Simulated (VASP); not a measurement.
# MgS (Fm-3m) in VASP: notebook

The runs below take MgS through relaxation of the atoms, with r2SCAN.

Program: VASP 6.6.1. These are calculated values, not measurements. Logs are shortened: lines on timing, memory, paths and dates and some standing lists are left out, and cuts for length are marked.

### Step 1. The cell of the first run

The structure is cubic, space group Fm-3m (No. 225). The conventional cell has a = 5.205 Å, b = 5.205 Å, c = 5.205 Å, α = 90.00°, β = 90.00°, γ = 90.00°. Within 3.4 Å of Mg (site symmetry m-3m) lie 6 S at 2.60 Å. S (site symmetry m-3m) has 6 Mg at 2.60 Å within 3.4 Å.

### Step 2. Relaxation of the atoms, r2SCAN

POSCAR

```
MgS
1.0
    0.0000000000      2.6024618700      2.6024618700
    2.6024618700      0.0000000000      2.6024618700
    2.6024618700      2.6024618700      0.0000000000
Mg S
1 1
Direct
    0.0000000000      0.0000000000      0.0000000000
    0.5000000000      0.5000000000      0.5000000000
```

INCAR.step1

```
SYSTEM = MgS
ALGO     = Normal         ! electronic algorithm
EDIFF    = 1E-4           ! SCF threshold, eV
ENCUT    = 520            ! plane-wave cutoff, eV
GGA      = PE             ! functional
ISMEAR   = -1             ! smearing method
LASPH    = .True.         ! aspherical terms in the spheres
LCHARG   = .False.        ! write CHGCAR
LREAL    = .False.        ! projectors in reciprocal space
LWAVE    = .True.         ! write WAVECAR
NELM     = 80             ! most SCF steps
PREC     = Accurate       ! precision mode
SIGMA    = 0.02           ! smearing width, eV
```

INCAR.step2

```
SYSTEM = MgS
ALGO     = Normal         ! electronic algorithm
EDIFF    = 1E-6           ! SCF threshold, eV
EDIFFG   = -0.01          ! ionic threshold
ENCUT    = 520            ! plane-wave cutoff, eV
IBRION   = 2              ! ionic algorithm
ISIF     = 2              ! what is computed and relaxed
ISMEAR   = -1             ! smearing method
ISTART   = 1            
LASPH    = .True.         ! aspherical terms in the spheres
LCHARG   = .False.        ! write CHGCAR
LMIXTAU  = .True.       
LREAL    = .False.        ! projectors in reciprocal space
LWAVE    = .False.        ! write WAVECAR
METAGGA  = R2SCAN         ! meta-GGA
NELM     = 80             ! most SCF steps
NSW      = 50             ! ionic steps
PREC     = Accurate       ! precision mode
SIGMA    = 0.02           ! smearing width, eV
```

KPOINTS

```
k-points
0
Gamma
  10 10 10
  0 0 0
```

Potentials or basis: VASP PAW PBE potentials, release 64 (Mg, S).

Started as:

```
$ cat potpaw_PBE.64/Mg/POTCAR potpaw_PBE.64/S/POTCAR > POTCAR
$ cp INCAR.step1 INCAR
$ mpirun -np 1 vasp_std > vasp.out
$ cp INCAR.step2 INCAR
$ mpirun -np 1 vasp_std > vasp.out
```

OUTCAR:

```text
SYSTEM = MgS
   EDIFF = 1E-6
   EDIFFG = -0.01
   ENCUT = 520
   IBRION = 2
   ISIF = 2
   ISMEAR = -1
   ISTART = 1
   LASPH = .True.
   LREAL = .False.
   METAGGA = R2SCAN
   NELM = 80
   NSW = 50
   PREC = Accurate

 ion  position               nearest neighbor table
   1  0.000  0.000  0.000-   2 2.60   2 2.60   2 2.60   2 2.60   2 2.60   2 2.60
   2  0.500  0.500  0.500-   1 2.60   1 2.60   1 2.60   1 2.60   1 2.60   1 2.60

  LATTYP: Found a face centered cubic cell.
 ALAT       =     5.2049237400

  Lattice vectors:

 A1 = (   0.0000000000,   2.6024618700,   2.6024618700)
 A2 = (   2.6024618700,   0.0000000000,   2.6024618700)
 A3 = (   2.6024618700,   2.6024618700,   0.0000000000)

Analysis of symmetry for initial positions (statically):
=====================================================================
 Subroutine PRICEL returns:
 Original cell was already a primitive cell.

 Routine SETGRP: Setting up the symmetry group for a
 face centered cubic supercell.

 Subroutine GETGRP returns: Found 48 space group operations
 (whereof 48 operations were pure point group operations)
 out of a pool of 48 trial point group operations.

The static configuration has the point symmetry O_h .

Analysis of symmetry for dynamics (positions and initial velocities):
=====================================================================
 Subroutine PRICEL returns:
 Original cell was already a primitive cell.

 Routine SETGRP: Setting up the symmetry group for a
 face centered cubic supercell.

 Subroutine GETGRP returns: Found 48 space group operations
 (whereof 48 operations were pure point group operations)
 out of a pool of 48 trial point group operations.

The dynamic configuration has the point symmetry O_h .

 Subroutine INISYM returns: Found 48 space group operations
 (whereof 48 operations are pure point group operations),
 and found     1 'primitive' translations

----------------------------------------------------------------------------------------

                                     Primitive cell

  volume of cell :      35.2519

  direct lattice vectors                    reciprocal lattice vectors
     0.000000000  2.602461870  2.602461870    -0.192125774  0.192125774  0.192125774
     2.602461870  0.000000000  2.602461870     0.192125774 -0.192125774  0.192125774
     2.602461870  2.602461870  0.000000000     0.192125774  0.192125774 -0.192125774

  length of vectors
     3.680436872  3.680436872  3.680436872     0.332771601  0.332771601  0.332771601

  position of ions in fractional coordinates (direct lattice)
     0.000000000  0.000000000  0.000000000
[... 86 lines left out ...]
   POTIM  = 0.5000    time-step for ionic-motion
   TEBEG  =    0.0;   TEEND  =   0.0 temperature during run
   PSTRESS=    0.0 pullay stress
   NELECT =       8.0000    total number of electrons
   NUPDOWN=      -1.0000    fix difference up-down
   EMIN   =  10.00;   EMAX   =-10.00  energy-range for DOS
   EFERMI =   0.00;   METHOD = LEGACY
   ISMEAR =    -1;   SIGMA  =   0.02  broadening in eV -4-tet -1-fermi 0-gaus
   EFERMI_NEDOS =   21; number of points for ismear=-14 and -15
   IALGO  =     38    algorithm
   IMIX   =      4    mixing-type and parameters
     AMIX     =   0.40;   BMIX     =  1.00
     AMIX_MAG =   1.60;   BMIX_MAG =  1.00
  volume/ion in A,a.u.               =      17.63       118.95
  Fermi-wavevector in a.u.,A,eV,Ry     =   0.998567  1.887018 13.566854  0.997136
  Thomas-Fermi vector in A             =   2.130799
   LORBIT       =      0    0 simple, 1 ext, 2 COOP (PROOUT), +10 PAW based schemes
   METAGGA = R2SCAN    functional components
   LHFCALC =     F    Hartree Fock is set to
   AEXX    =    0.0000 exact exchange contribution
   IVDW    =     0    specifies the selected vdW correction
   LEPSILON=     F    determine dielectric tensor
   LRPA    =     F    only Hartree local field effects (RPA)
 conjugate gradient relaxation of ions
 non-spin polarized calculation
  energy-cutoff  :      520.00
  volume of cell :       35.25
 maximum number of plane-waves:       962
   NGX = 13   NGY = 13   NGZ = 13

 number of electron       8.0000000 magnetization

 Free energy of the ion-electron system (eV)
  ---------------------------------------------------
  ext. energy  EPLUGINS =         0.00000000
  ---------------------------------------------------
  free energy    TOTEN  =       -15.51053555 eV

  energy without entropy =      -15.51053555  energy(sigma->0) =      -15.51053555

 E-fermi :   3.9323     XC(G=0): -10.0858

 val. band max:        3.4844070337   @ k =   0.0000   0.0000   0.0000
 cond. band min:       6.9162141480   @ k =   0.5000   0.5000   0.0000
 fundamental gap:      3.4318071143
 Fermi energy:         3.9323060019

 k-point     1 :       0.0000    0.0000    0.0000
  band No.  band energies     occupation
      1      -9.6930      2.00000
      2       3.4844      2.00000
      3       3.4844      2.00000
      4       3.4844      2.00000
      5       8.0915      0.00000
      6      12.0161      0.00000
      7      12.0161      0.00000
      8      12.0161      0.00000
[... 243 lines left out ...]
 k-point    24 :       0.4000    0.3000    0.0000
  band No.  band energies     occupation
      1      -8.3812      2.00000
      2      -0.1448      2.00000
      3       1.8217      2.00000
      4       2.0872      2.00000
      5       8.0853      0.00000
      6       9.2741      0.00000
      7      13.8786      0.00000
      8      14.7348      0.00000

 [... further k-points ...]

------------------------ aborting loop because EDIFF is reached ----------------------------------------

  FORCE on cell =-STRESS in cart. coord.  units (eV):
  Direction    XX          YY          ZZ          XY          YZ          ZX
  --------------------------------------------------------------------------------------
  -------------------------------------------------------------------------------------
  Total       -0.1219965     -0.1219965     -0.1219965      0.0000000      0.0000000      0.0000000
  in kB       -5.5446601     -5.5446601     -5.5446601      0.0000000      0.0000000      0.0000000
  external PRESSURE =      -5.5446601 kB  Pullay stress =       0.0000000 kB

 VOLUME and BASIS-vectors are now :
 -----------------------------------------------------------------------------
  energy-cutoff  :      520.00
  volume of cell :       35.25
      direct lattice vectors                 reciprocal lattice vectors
     0.000000000  2.602461870  2.602461870    -0.192125774  0.192125774  0.192125774
     2.602461870  0.000000000  2.602461870     0.192125774 -0.192125774  0.192125774
     2.602461870  2.602461870  0.000000000     0.192125774  0.192125774 -0.192125774

 POSITION                                       TOTAL-FORCE (eV/Angst)
 -----------------------------------------------------------------------------------
      0.00000      0.00000      0.00000        -0.000000     -0.000000     -0.000000
      2.60246      2.60246      2.60246         0.000000      0.000000      0.000000
 -----------------------------------------------------------------------------------
    total drift:                                0.000000      0.000000      0.000000

  FREE ENERGIE OF THE ION-ELECTRON SYSTEM (eV)
  ---------------------------------------------------
  free  energy   TOTEN  =       -15.5105355455 eV

  energy  without entropy=      -15.5105355455  energy(sigma->0) =      -15.51053555

 reached required accuracy - stopping structural energy minimisation
```

OUTCAR.step1:

```text
SYSTEM = MgS
   EDIFF = 1E-4
   ENCUT = 520
   GGA = PE
   ISMEAR = -1
   LASPH = .True.
   LREAL = .False.
[... 483 lines left out ...]
      0.00000      0.00000      0.00000        -0.000000      0.000000     -0.000000
      2.60246      2.60246      2.60246         0.000000     -0.000000      0.000000
 -----------------------------------------------------------------------------------
    total drift:                                0.000000      0.000000      0.000000

  FREE ENERGIE OF THE ION-ELECTRON SYSTEM (eV)
  ---------------------------------------------------
  free  energy   TOTEN  =        -8.5022543397 eV

  energy  without entropy=       -8.5022543397  energy(sigma->0) =       -8.50225434
```

It took 40 s on 1 thread of AMD EPYC 9R45 (Zen 5), shared host; peak memory 0.14 GiB.

Results:

| Quantity | Value |
| --- | --- |
| Free energy | -15.5105 eV |
| Pressure after relaxing | -0.6 GPa |
| Band gap on the k mesh | 3.43 eV (least direct gap 4.61 eV) |

Final structure:
```
Mg S
1.0
     0.00000    2.60246    2.60246
     2.60246    0.00000    2.60246
     2.60246    2.60246    0.00000
Mg S
1 1
Direct
  0.00000 0.00000 0.00000
  0.50000 0.50000 0.50000
```

Caveat: the relaxation stopped at its first step, so nothing moved; the PAW data sets were made with another functional, which shifts forces and pressure a little.

### Step 3. Relaxation of the atoms, r2SCAN

This run uses another cell than the first one, of 17.98 Å³/atom.

POSCAR

```
MgS
1.0
    0.0000000000      2.6196972200      2.6196972200
    2.6196972200      0.0000000000      2.6196972200
    2.6196972200      2.6196972200      0.0000000000
Mg S
1 1
Direct
    0.0000000000      0.0000000000      0.0000000000
    0.5000000000      0.5000000000      0.5000000000
```

INCAR.step1

```
SYSTEM = MgS
PREC     = Accurate       ! precision mode
ENCUT    = 520            ! plane-wave cutoff, eV
ISMEAR   = -1             ! smearing method
SIGMA    = 0.02           ! smearing width, eV
LREAL    = .False.        ! projectors in reciprocal space
LASPH    = .True.         ! aspherical terms in the spheres
NELM     = 100            ! most SCF steps
GGA      = PE             ! functional
ALGO     = Normal         ! electronic algorithm
EDIFF    = 1E-4           ! SCF threshold, eV
LWAVE    = .True.         ! write WAVECAR
LCHARG   = .False.        ! write CHGCAR
```

INCAR.step2

```
SYSTEM = MgS
PREC     = Accurate       ! precision mode
ENCUT    = 520            ! plane-wave cutoff, eV
EDIFF    = 1E-6           ! SCF threshold, eV
ISMEAR   = -1             ! smearing method
SIGMA    = 0.02           ! smearing width, eV
LREAL    = .False.        ! projectors in reciprocal space
LASPH    = .True.         ! aspherical terms in the spheres
NELM     = 100            ! most SCF steps
ALGO     = Normal         ! electronic algorithm
ISIF     = 2              ! what is computed and relaxed
LWAVE    = .False.        ! write WAVECAR
LCHARG   = .False.        ! write CHGCAR
METAGGA  = R2SCAN         ! meta-GGA
LMIXTAU  = .True.       
IBRION   = 2              ! ionic algorithm
NSW      = 50             ! ionic steps
EDIFFG   = -0.01          ! ionic threshold
ISTART   = 1
```

KPOINTS

```
Automatic mesh
0
Gamma
  10 10 10
  0 0 0
```

Potentials or basis: VASP PAW PBE potentials, release 64 (Mg, S).

Started as:

```
$ cat potpaw_PBE.64/Mg/POTCAR potpaw_PBE.64/S/POTCAR > POTCAR
$ cp INCAR.step1 INCAR
$ mpirun -np 1 vasp_std > vasp.out
$ cp INCAR.step2 INCAR
$ mpirun -np 1 vasp_std > vasp.out
```

Run time: 36 s. Hardware: 1 thread of AMD EPYC 9R45 (Zen 5), shared host; peak memory 0.14 GiB.

It converged, with:

```yaml
Free_energy: -15.5049 eV
Pressure_after_relaxing: -2.1 GPa
Band_gap_on_the_k_mesh: 3.39 eV (least direct gap 4.44 eV)
```

Final structure:
```
Mg S
1.0
     0.00000    2.61970    2.61970
     2.61970    0.00000    2.61970
     2.61970    2.61970    0.00000
Mg S
1 1
Direct
  0.00000 0.00000 0.00000
  0.50000 0.50000 0.50000
```

Levels at points of the mesh, in eV from the valence-band top:
```tsv
k point	band 1	band 2	band 3	band 4	band 5	band 6	band 7	band 8
(0.00, 0.00, 0.00)	-13.06	0.00	0.00	0.00	4.44	8.54	8.54	8.54
(0.50, 0.00, 0.00)	-11.78	-4.76	-0.60	-0.60	5.18	7.48	7.48	11.00
(0.50, 0.50, 0.00)	-11.41	-4.16	-1.68	-1.68	3.39	4.99	12.93	13.42
```

Caveat: the relaxation stopped at its first step, so nothing moved; the PAW data sets were made with another functional, which shifts forces and pressure a little. r2SCAN opens gaps a little over a GGA but as a rule still falls short of measured ones.
